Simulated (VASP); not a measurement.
# GeN (F-43m) in VASP: notebook

GeN is run at these levels: PBE; tasks: relaxation of cell and atoms.

Everything below comes from runs of VASP 6.6.1. Logs are shortened: lines on timing, memory, paths and dates and some standing lists are left out, and cuts for length are marked.

## (1) The cell of the first run

The structure is cubic, space group F-43m (No. 216). Conventional cell: a = 5.212 Å, b = 5.212 Å, c = 5.212 Å, α = 90.00°, β = 90.00°, γ = 90.00°. Within 3.0 Å of Ge (site symmetry -43m) lie 4 N at 2.26 Å. N (site symmetry -43m) has 4 Ge at 2.26 Å within 3.0 Å.

The cell was built from a structure type or drawn by symmetry, and may not be a known phase.

## (2) Relaxation of cell and atoms, PBE

INCAR reads:

```
SYSTEM = GeN
PREC     = Accurate       ! precision mode
ENCUT    = 600            ! plane-wave cutoff, eV
EDIFF    = 1E-7           ! SCF threshold, eV
ISMEAR   = 0              ! smearing method
SIGMA    = 0.2            ! smearing width, eV
LREAL    = .FALSE.        ! projectors in reciprocal space
LASPH    = .TRUE.         ! aspherical terms in the spheres
NELM     = 120            ! most SCF steps
ALGO     = Normal         ! electronic algorithm
ISIF     = 3              ! what is computed and relaxed
LWAVE    = .FALSE.        ! write WAVECAR
LCHARG   = .FALSE.        ! write CHGCAR
GGA      = PE             ! functional
IBRION   = 2              ! ionic algorithm
NSW      = 36             ! ionic steps
EDIFFG   = -0.08          ! ionic threshold
GGA_COMPAT= .FALSE.      
NELMIN   = 4
```

KPOINTS reads:

```
regular mesh
0
G
  6 6 6
  0 0 0
```

POSCAR reads:

```
GeN
1.0
    0.0000000000      2.6059870500      2.6059870500
    2.6059870500      0.0000000000      2.6059870500
    2.6059870500      2.6059870500      0.0000000000
Ge N
1 1
Direct
    0.0000000000      0.0000000000      0.0000000000
    0.7500000000      0.7500000000      0.7500000000
```

Potentials or basis: VASP PAW PBE potentials, release 64 (Ge_d, N).

On the command line:

```bash
> cat potpaw_PBE.64/Ge_d/POTCAR potpaw_PBE.64/N/POTCAR > POTCAR
> mpirun -np 1 vasp_std > vasp.out
```

OUTCAR:

```text
SYSTEM = GeN
   PREC = Accurate
   ENCUT = 600
   EDIFF = 1E-7
   ISMEAR = 0
   LREAL = .FALSE.
   LASPH = .TRUE.
   NELM = 120
   ISIF = 3
   GGA = PE
   IBRION = 2
   NSW = 36
   EDIFFG = -0.08
   NELMIN = 4

 ion  position               nearest neighbor table
   1  0.000  0.000  0.000-   2 2.26   2 2.26   2 2.26   2 2.26
   2  0.750  0.750  0.750-   1 2.26   1 2.26   1 2.26   1 2.26

  LATTYP: Found a face centered cubic cell.
 ALAT       =     5.2119741000

  Lattice vectors:

 A1 = (   0.0000000000,   2.6059870500,   2.6059870500)
 A2 = (   2.6059870500,   0.0000000000,   2.6059870500)
 A3 = (   2.6059870500,   2.6059870500,   0.0000000000)

Analysis of symmetry for initial positions (statically):
=====================================================================
 Subroutine PRICEL returns:
 Original cell was already a primitive cell.

 Routine SETGRP: Setting up the symmetry group for a
 face centered cubic supercell.

 Subroutine GETGRP returns: Found 24 space group operations
 (whereof 24 operations were pure point group operations)
 out of a pool of 48 trial point group operations.

The static configuration has the point symmetry T_d .

Analysis of symmetry for dynamics (positions and initial velocities):
=====================================================================
 Subroutine PRICEL returns:
 Original cell was already a primitive cell.

 Routine SETGRP: Setting up the symmetry group for a
 face centered cubic supercell.

 Subroutine GETGRP returns: Found 24 space group operations
 (whereof 24 operations were pure point group operations)
 out of a pool of 48 trial point group operations.

The dynamic configuration has the point symmetry T_d .

 Subroutine INISYM returns: Found 24 space group operations
 (whereof 24 operations are pure point group operations),
 and found     1 'primitive' translations

----------------------------------------------------------------------------------------

                                     Primitive cell

  volume of cell :      35.3954

  direct lattice vectors                    reciprocal lattice vectors
     0.000000000  2.605987050  2.605987050    -0.191865881  0.191865881  0.191865881
     2.605987050  0.000000000  2.605987050     0.191865881 -0.191865881  0.191865881
     2.605987050  2.605987050  0.000000000     0.191865881  0.191865881 -0.191865881

  length of vectors
     3.685422229  3.685422229  3.685422229     0.332321453  0.332321453  0.332321453

  position of ions in fractional coordinates (direct lattice)
     0.000000000  0.000000000  0.000000000
     0.750000000  0.750000000  0.750000000

  ion indices of the primitive-cell ions
   primitive index   ion index
                 1           1
                 2           2

----------------------------------------------------------------------------------------

 KPOINTS: regular mesh

Automatic generation of k-mesh.
 Grid dimensions read from file:
 generate k-points for:    6    6    6

 Generating k-lattice:

  Cartesian coordinates                     Fractional coordinates (reciprocal lattice)
    -0.031977647  0.031977647  0.031977647     0.166666667  0.000000000  0.000000000
     0.031977647 -0.031977647  0.031977647     0.000000000  0.166666667  0.000000000
     0.031977647  0.031977647 -0.031977647     0.000000000  0.000000000  0.166666667

  Length of vectors
     0.055386909  0.055386909  0.055386909

  Shift w.r.t. Gamma in fractional coordinates (k-lattice)
     0.000000000  0.000000000  0.000000000

 Subroutine IBZKPT returns following result:
 ===========================================

 Found     16 irreducible k-points:

 Following reciprocal coordinates:
            Coordinates               Weight
  0.000000  0.000000  0.000000      1.000000
  0.166667  0.000000  0.000000      8.000000
  0.333333  0.000000  0.000000      8.000000
  0.500000  0.000000  0.000000      4.000000
  0.166667  0.166667  0.000000      6.000000
  0.333333  0.166667  0.000000     24.000000
[... 8 lines left out ...]
 -0.333333  0.333333  0.166667     24.000000
 -0.333333  0.500000  0.166667     12.000000
   k-points           NKPTS =     16   k-points in BZ     NKDIM =     16   number of bands    NBANDS=     13
   number of dos      NEDOS =    301   number of ions     NIONS =      2
   total plane-waves  NPLWV =  27000
   dimension x,y,z NGX =    30 NGY =   30 NGZ =   30
   dimension x,y,z NGXF=    60 NGYF=   60 NGZF=   60
[... 27 lines left out ...]
   EFERMI =   0.00;   METHOD = LEGACY
   ISMEAR =     0;   SIGMA  =   0.20  broadening in eV -4-tet -1-fermi 0-gaus
   EFERMI_NEDOS =   21; number of points for ismear=-14 and -15
   IALGO  =     38    algorithm
   IMIX   =      4    mixing-type and parameters
     AMIX     =   0.40;   BMIX     =  1.00
     AMIX_MAG =   1.60;   BMIX_MAG =  1.00
  volume/ion in A,a.u.               =      17.70       119.43
  Fermi-wavevector in a.u.,A,eV,Ry     =   1.330486  2.514255 24.084953  1.770194
  Thomas-Fermi vector in A             =   2.459570
   LORBIT       =      0    0 simple, 1 ext, 2 COOP (PROOUT), +10 PAW based schemes
   GGA     = PE    functional components
   LHFCALC =     F    Hartree Fock is set to
   AEXX    =    0.0000 exact exchange contribution
   IVDW    =     0    specifies the selected vdW correction
   LEPSILON=     F    determine dielectric tensor
   LRPA    =     F    only Hartree local field effects (RPA)
 conjugate gradient relaxation of ions
 non-spin polarized calculation
 Gauss-broadening in eV      SIGMA  =   0.20
  energy-cutoff  :      600.00
  volume of cell :       35.40
 maximum number of plane-waves:      1243
 NGX is ok and might be reduce to    30
   NGX = 15   NGY = 15   NGZ = 15

--------------------------------------- Ionic step        1  -------------------------------------------

 number of electron      18.9999990 magnetization

 Free energy of the ion-electron system (eV)
  ---------------------------------------------------
  ext. energy  EPLUGINS =         0.00000000
  ---------------------------------------------------
  free energy    TOTEN  =       -11.27811522 eV

  energy without entropy =      -11.26742474  energy(sigma->0) =      -11.27276998

 E-fermi :   3.9287     XC(G=0):  -9.6965

 val. band max:        3.7270035200   @ k =   0.5000   0.1667   0.0000
 cond. band min:       4.0751653091   @ k =   0.5000   0.5000   0.0000
 fundamental gap:      0.3481617891
 Fermi energy:         3.9286673871

 k-point     1 :       0.0000    0.0000    0.0000
  band No.  band energies     occupation
      1     -21.2539      2.00000
      2     -21.2539      2.00000
      3     -21.2539      2.00000
      4     -21.2378      2.00000
      5     -21.2378      2.00000
      6     -11.5796      2.00000
      7      -0.6932      2.00000
      8       1.7118      2.00000
      9       1.7118      2.00000
     10       1.7118      2.00000
     11       7.7101      0.00000
     12       7.7101      0.00000
     13       7.7101      0.00000
[... 226 lines left out ...]
  band No.  band energies     occupation
      1     -21.2652      2.00000
      2     -21.2431      2.00000
      3     -21.2421      2.00000
      4     -21.2354      2.00000
      5     -21.2335      2.00000
      6      -9.8619      2.00000
      7      -4.4974      2.00000
      8      -0.5001      2.00000
      9      -0.4584      2.00000
     10       5.1645      0.00000
     11       5.5823      0.00000
     12       8.6124      0.00000
     13      10.3702      0.00000

------------------------ aborting loop because EDIFF is reached ----------------------------------------

  FORCE on cell =-STRESS in cart. coord.  units (eV):
  Direction    XX          YY          ZZ          XY          YZ          ZX
  --------------------------------------------------------------------------------------
  -------------------------------------------------------------------------------------
  Total       -3.2836948     -3.2836948     -3.2836948     -0.0000000     -0.0000000     -0.0000000
  in kB     -148.6368902   -148.6368902   -148.6368902     -0.0000000     -0.0000000     -0.0000000
  external PRESSURE =    -148.6368902 kB  Pullay stress =       0.0000000 kB

 VOLUME and BASIS-vectors are now :
 -----------------------------------------------------------------------------
  energy-cutoff  :      600.00
  volume of cell :       35.40
      direct lattice vectors                 reciprocal lattice vectors
     0.000000000  2.605987050  2.605987050    -0.191865881  0.191865881  0.191865881
     2.605987050  0.000000000  2.605987050     0.191865881 -0.191865881  0.191865881
     2.605987050  2.605987050  0.000000000     0.191865881  0.191865881 -0.191865881

 POSITION                                       TOTAL-FORCE (eV/Angst)
 -----------------------------------------------------------------------------------
      0.00000      0.00000      0.00000        -0.000000     -0.000000     -0.000000
      3.90898      3.90898      3.90898         0.000000      0.000000      0.000000
 -----------------------------------------------------------------------------------
    total drift:                                0.000000      0.000000      0.000000

  FREE ENERGIE OF THE ION-ELECTRON SYSTEM (eV)
  ---------------------------------------------------
  free  energy   TOTEN  =       -11.2781152159 eV

  energy  without entropy=      -11.2674247431  energy(sigma->0) =      -11.27276998

--------------------------------------- Ionic step        2  -------------------------------------------

 number of electron      19.0000001 magnetization

 Free energy of the ion-electron system (eV)
  ---------------------------------------------------
  ext. energy  EPLUGINS =         0.00000000
  ---------------------------------------------------
  free energy    TOTEN  =       -11.67945072 eV

  energy without entropy =      -11.63550515  energy(sigma->0) =      -11.65747794

 E-fermi :   6.9623     XC(G=0): -10.9658

 val. band max:        6.9519830636   @ k =  -0.3333   0.1667   0.0000
 cond. band min:       6.9772977891   @ k =   0.5000   0.3333   0.0000
 fundamental gap:      0.0253147255
 Fermi energy:         6.9622970062

 k-point     1 :       0.0000    0.0000    0.0000
  band No.  band energies     occupation
      1     -18.9491      2.00000
      2     -18.9491      2.00000
      3     -18.9491      2.00000
      4     -18.9010      2.00000
      5     -18.9010      2.00000
      6     -11.2039      2.00000
      7       2.9844      2.00000
      8       3.4323      2.00000
      9       3.4323      2.00000
     10       3.4323      2.00000
     11      10.9640      0.00000
     12      10.9640      0.00000
     13      10.9640      0.00000
[... 226 lines left out ...]
  band No.  band energies     occupation
      1     -18.9858      2.00000
      2     -18.9179      2.00000
      3     -18.9179      2.00000
      4     -18.9000      2.00000
      5     -18.8910      2.00000
      6      -8.5934      2.00000
      7      -3.0281      2.00000
      8       0.5453      2.00000
      9       0.5974      2.00000
     10       7.9748      0.00000
     11       8.6167      0.00000
     12      12.2894      0.00000
     13      13.9352      0.00000

------------------------ aborting loop because EDIFF is reached ----------------------------------------

  FORCE on cell =-STRESS in cart. coord.  units (eV):
  Direction    XX          YY          ZZ          XY          YZ          ZX
  --------------------------------------------------------------------------------------
  -------------------------------------------------------------------------------------
  Total        0.1056485      0.1056485      0.1056485      0.0000000      0.0000000      0.0000000
  in kB        6.1254935      6.1254935      6.1254935      0.0000000      0.0000000      0.0000000
  external PRESSURE =       6.1254935 kB  Pullay stress =       0.0000000 kB

 VOLUME and BASIS-vectors are now :
 -----------------------------------------------------------------------------
  energy-cutoff  :      600.00
  volume of cell :       27.63
      direct lattice vectors                 reciprocal lattice vectors
     0.000000000  2.399574436  2.399574436    -0.208370281  0.208370281  0.208370281
     2.399574436 -0.000000000  2.399574436     0.208370281 -0.208370281  0.208370281
     2.399574436  2.399574436 -0.000000000     0.208370281  0.208370281 -0.208370281

 POSITION                                       TOTAL-FORCE (eV/Angst)
 -----------------------------------------------------------------------------------
      2.39957      4.79915      2.39957         0.000000      0.000000      0.000000
      3.59936      3.59936      3.59936        -0.000000     -0.000000     -0.000000
 -----------------------------------------------------------------------------------
    total drift:                               -0.000000     -0.000000     -0.000000

  FREE ENERGIE OF THE ION-ELECTRON SYSTEM (eV)
  ---------------------------------------------------
  free  energy   TOTEN  =       -11.6794507187 eV

  energy  without entropy=      -11.6355051537  energy(sigma->0) =      -11.65747794

 reached required accuracy - stopping structural energy minimisation
```

It took 38 s on 1 thread of Intel Xeon 8259CL, shared host; peak memory 0.17 GiB.

What came out:

```yaml
Free_energy: -11.6795 eV
Relaxed_volume: 13.82 Å³/atom
Relaxed_cell: a = 3.394 Å, b = 3.394 Å, c = 3.394 Å, α = 60.00°, β = 60.00°, γ = 60.00°
Space_group_after_relaxing_to_0.1_Å: F-43m (No. 216)
Energy_gained_by_relaxing: 200.7 meV/atom
Ionic_steps: 2
Pressure_after_relaxing: 0.6 GPa
Band_gap_on_the_k_mesh: zero (an odd number of electrons rules out a gap without spin polarisation)
```

Step by step:
| step | energy change (eV) | largest force (eV/Å) | pressure (GPa) | volume (Å³) |
| --- | --- | --- | --- | --- |
| 1 | 0.0000 | 0.0000 | -14.86 | 35.40 |
| 2 | -0.4013 | 0.0000 | 0.61 | 27.63 |

Final structure:
```cif
data_structure
_symmetry_space_group_name_H-M 'P 1'
_symmetry_Int_Tables_number 1
_cell_length_a 3.3935
_cell_length_b 3.3935
_cell_length_c 3.3935
_cell_angle_alpha 60.000
_cell_angle_beta 60.000
_cell_angle_gamma 60.000
_cell_volume 27.63
loop_
_atom_site_label
_atom_site_type_symbol
_atom_site_fract_x
_atom_site_fract_y
_atom_site_fract_z
_atom_site_occupancy
Ge1 Ge 0.00000 0.00000 0.00000 1
N1 N 0.75000 0.75000 0.75000 1
```

Levels at points of the mesh, in eV from the Fermi level:
```tsv
k point	band 8	band 9	band 10	band 11	band 12	band 13
(0.00, 0.00, 0.00)	-3.53	-3.53	-3.53	4.00	4.00	4.00
(0.50, 0.00, 0.00)	-4.36	-4.36	-1.45	4.20	4.60	4.60
(0.50, 0.50, 0.00)	-5.78	-5.78	-0.85	0.64	7.18	7.55
```

Caveat: the volume moved by over 15 % at a fixed basis, so the end points are rough.

(Continued in part 2 of 2.)
